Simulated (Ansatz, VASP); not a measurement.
**One calculation of Ta2N, two programs**

INCAR

```
SYSTEM = Ta2N
PREC = Accurate
ENCUT = 520
EDIFF = 1E-6
ISMEAR = 0
SIGMA = 0.15
LREAL = .False.
LASPH = .True.
NELM = 100
ALGO = Normal
ISIF = 2
LWAVE = .False.
LCHARG = .False.
GGA = PE
NBANDS = 20
```

The input KPOINTS:

```
regular mesh
0
Gamma
  18 18 10
  0 0 0
```

The input POSCAR:

```
Ta2N
1.0
    3.0236115542      0.0000000000      0.0000000000
   -1.5118057771      2.6185244171      0.0000000000
    0.0000000000      0.0000000000      4.8818900623
Ta N
2 1
Direct
    0.6666666667      0.3333333333      0.7449050322
    0.3333333333      0.6666666667      0.2550949678
    0.0000000000      0.0000000000      0.0000000000
```

Input for Ansatz:

```yaml
crystal:
  lattice:
    - [3.023611558, 0.0, 0.0]
    - [-1.511805779, 2.6185244204, 0.0]
    - [0.0, 0.0, 4.8818900388]
  atoms:
    - { symbol: Ta, position: [0.6666666667, 0.3333333333, 0.7449050326] }
    - { symbol: Ta, position: [0.3333333333, 0.6666666667, 0.2550949674] }
    - { symbol: "N", position: [0.0, 0.0, 0.0] }
basis:
  ecutwfc: 420
kpoints:
  mp_grid: { grid: [18, 18, 10] }
hamiltonian:
  xc: pbe
scf:
  occupations: { method: gaussian, width: 0.15 }
output:
  forces: true
  stress: true
  eigenvalues: true
```

Change from the starting cell: strain -0.025 along x and y, +0.000 along z, atoms carried along.

Alike in both runs: task single point; functional PBE; k mesh 18 × 18 × 10; occupations gaussian, width 0.15 eV; no spin polarisation.

|  | VASP | Ansatz |
| --- | --- | --- |
| version | VASP 6.6.1 | Ansatz 0.2.0 |
| potentials or method | VASP PAW PBE potentials, release 64 (Ta_pv, N), cutoff 520 eV | scalar-relativistic, plane waves, PAW |
| valence electrons in the cell | 27 | 31 |

VASP gave:

| Item | Value |
| --- | --- |
| gap on the k mesh at the Fermi level (eV) | none |
| pressure (GPa) | 16.5 |
| traceless stress, the component that is largest in VASP (GPa) | -3.63 |
| rms of the force components (eV/Å) | 0.261 |

Problem. Which values does Ansatz return?

Solution. gap on the k mesh at the Fermi level (eV): none; pressure (GPa): 15.9; traceless stress, the component that is largest in VASP (GPa): -3.60; rms of the force components (eV/Å): 0.235.

Atom by atom the forces differ by 0.026 eV/Å (rms over components). A gap of «none» marks a metal or a gap that the smearing closes. VASP's potentials hold 27 valence electrons a cell and Ansatz's 31, so a difference there can come from the potentials and not from the codes.

Spin-orbit coupling is off throughout.
